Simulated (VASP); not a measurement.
Wanted: the native input for a VASP 6.6.1 run.

```
Task                               : single point
Functional                         : HSE06
Potentials or basis                : VASP PAW PBE potentials, release 64 (In_d, P)
Cutoff                             : 520 eV
k mesh                             : 6 × 6 × 6
Occupations                        : gaussian, width 0.01 eV
Spin                               : no spin polarisation
Dipole correction                  : no
Grid for exact exchange (PRECFOCK) : Normal
Further INCAR settings             : ALGO = Normal; EDIFF = 1e-07; NBANDS = 16
Screening parameter                : 0.2079 1/Å
```

Crystal: InP.

```xyz
2
Lattice="0.0000 3.0386 2.9538 3.0386 0.0000 2.9538 3.0386 3.0386 0.0000" Properties=species:S:1:pos:R:3 pbc="T T T"
In    0.0000    0.0000    0.0000
P     1.5193    1.5193    1.4769
```

This cell differs from its parent crystal: biaxial xy strain +2.9%.

One way to write it, as run:

POSCAR

```
InP
1.0
    0.0000000000      3.0385613422      2.9537876370
    3.0385613422      0.0000000000      2.9537876370
    3.0385613422      3.0385613422      0.0000000000
In P
1 1
Direct
    0.0000000000      0.0000000000      0.0000000000
    0.2500000000      0.2500000000      0.2500000000
```

INCAR.step1

```
SYSTEM = InP
ALGO = Normal
EDIFF = 1E-5
ENCUT = 520
GGA = PE
ISIF = 2
ISMEAR = 0
LASPH = .True.
LCHARG = .False.
LREAL = .False.
LWAVE = .True.
NBANDS = 16
NELM = 100
PREC = Accurate
SIGMA = 0.01
```

INCAR.step2

```
SYSTEM = InP
ALGO = Normal
EDIFF = 1E-7
ENCUT = 520
GGA = PE
HFSCREEN = 0.2079
ISIF = 2
ISMEAR = 0
ISTART = 1
LASPH = .True.
LCHARG = .False.
LHFCALC = .True.
LREAL = .False.
LWAVE = .False.
NBANDS = 16
NELM = 100
PREC = Accurate
PRECFOCK = Normal
SIGMA = 0.01
```

KPOINTS

```
k-points
0
Gamma
  6 6 6
  0 0 0
```

Potentials or basis: VASP PAW PBE potentials, release 64 (In_d, P).

Run with:

```bash
$ cat potpaw_PBE.64/In_d/POTCAR potpaw_PBE.64/P/POTCAR > POTCAR
$ cp INCAR.step1 INCAR
$ mpirun -np 1 vasp_std > vasp.out
$ cp INCAR.step2 INCAR
$ mpirun -np 1 vasp_std > vasp.out
```

It gave:

The pressure is -3.7 GPa. The band gap on the k mesh is 0.91 eV, direct.

Caveat: the cell differs from its parent crystal (biaxial xy strain +2.9%); the PAW data sets were made with another functional, which shifts forces and pressure a little; spin-orbit coupling is left out, which moves the levels of the heavy elements.

It took 71 min on 1 thread of Intel(R) Xeon(R) Platinum 8259CL CPU @ 2.50GHz (Skylake/Cascade Lake), with other jobs on the host, peak memory 0.31 GiB.
